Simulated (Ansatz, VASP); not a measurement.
## Os: VASP beside Ansatz

INCAR

```
SYSTEM = Os
  ALGO = Fast
  EDIFF = 1E-7
  ENCUT = 520
  GGA = PE
  ISIF = 2
  ISMEAR = 0
  LASPH = .True.
  LCHARG = .False.
  LREAL = .False.
  LWAVE = .False.
  NBANDS = 15
  NELM = 60
  PREC = Accurate
  SIGMA = 0.15
```

KPOINTS

```
k-points
0
Gamma
  18 18 12
  0 0 0
```

Contents of POSCAR:

```
Os
1.0
    2.7340999755      0.0000000000      0.0000000000
   -1.3670499878      2.3678000353      0.0000000000
    0.0000000000      0.0000000000      4.3197000000
Os
2
Direct
    0.2109506390      0.5770763165      0.2500000000
    0.6666666667      0.3333333333      0.7500000000
```

Input for Ansatz:

```yaml
crystal:
  lattice:
    - [2.7340999755, 0.0, 0.0]
    - [-1.3670499878, 2.3678000353, 0.0]
    - [0.0, 0.0, 4.3197]
  atoms:
    - { symbol: Os, position: [0.210950639, 0.5770763165, 0.25] }
    - { symbol: Os, position: [0.6666666667, 0.3333333333, 0.75] }
basis:
  ecutwfc: 420
kpoints:
  mp_grid: { grid: [18, 18, 12] }
hamiltonian:
  xc: pbe
scf:
  occupations: { method: gaussian, width: 0.15 }
output:
  forces: true
  stress: true
  eigenvalues: true
```

Alike in both runs: task single point; functional PBE; k mesh 18 × 18 × 12; occupations gaussian, width 0.15 eV; no spin polarisation.

|  | VASP | Ansatz |
| --- | --- | --- |
| version | VASP 6.6.1 | Ansatz 0.2.0 |
| potentials or method | VASP PAW PBE potentials, release 64 (Os), cutoff 520 eV | scalar-relativistic, plane waves, PAW |
| valence electrons in the cell | 16 | 32 |

Ansatz gave:

| Property | Result |
| --- | --- |
| gap on the k mesh at the Fermi level (eV) | none |
| pressure (GPa) | 14.8 |
| traceless stress, the component that is largest in VASP (GPa) | 8.75 |
| rms of the force components (eV/Å) | 1.507 |

Q: Estimate VASP's values.

A: gap on the k mesh at the Fermi level (eV): none; pressure (GPa): 14.9; traceless stress, the component that is largest in VASP (GPa): 8.49; rms of the force components (eV/Å): 1.485.

Atom by atom the forces differ by 0.022 eV/Å (rms over components). A gap of «none» marks a metal or a gap that the smearing closes. VASP's potentials hold 16 valence electrons a cell and Ansatz's 32, so a difference there can come from the potentials and not from the codes.

Spin-orbit coupling is off throughout.
